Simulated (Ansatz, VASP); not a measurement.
One calculation of Ir, two programs

```xyz
2
Lattice="0.0000 2.7650 2.7650 2.7650 0.0000 2.7650 2.7650 2.7650 0.0000" Properties=species:S:1:pos:R:3 pbc="T T T"
Ir    2.7650    2.7650    2.7650
Ir    4.1475    4.1475    4.1475
```

Alike in both runs: functional r2SCAN; k mesh 6 × 6 × 6; occupations gaussian, width 0.1 eV; no spin polarisation.

Ansatz relaxed the structure, and its values are those at the end. VASP's run is a single point on that final structure, the one shown.

```csv
,VASP,Ansatz
version,VASP 6.6.1,Ansatz 0.2.0
potentials or method,"VASP PAW PBE potentials, release 64 (Ir), cutoff 520 eV","scalar-relativistic, plane waves, PAW"
valence electrons in the cell,18,34
```

VASP gave:

| Quantity | Value |
| --- | --- |
| gap on the k mesh at the Fermi level (eV) | none |
| pressure (GPa) | 0.4 |

Task: Estimate Ansatz's values.

Result: gap on the k mesh at the Fermi level (eV): none; pressure (GPa): -0.1.

VASP's potentials were made for PBE, not for r2SCAN. A gap of «none» marks a metal or a gap that the smearing closes. VASP's potentials hold 18 valence electrons a cell and Ansatz's 34, so a difference there can come from the potentials and not from the codes.

Spin-orbit coupling is off throughout.
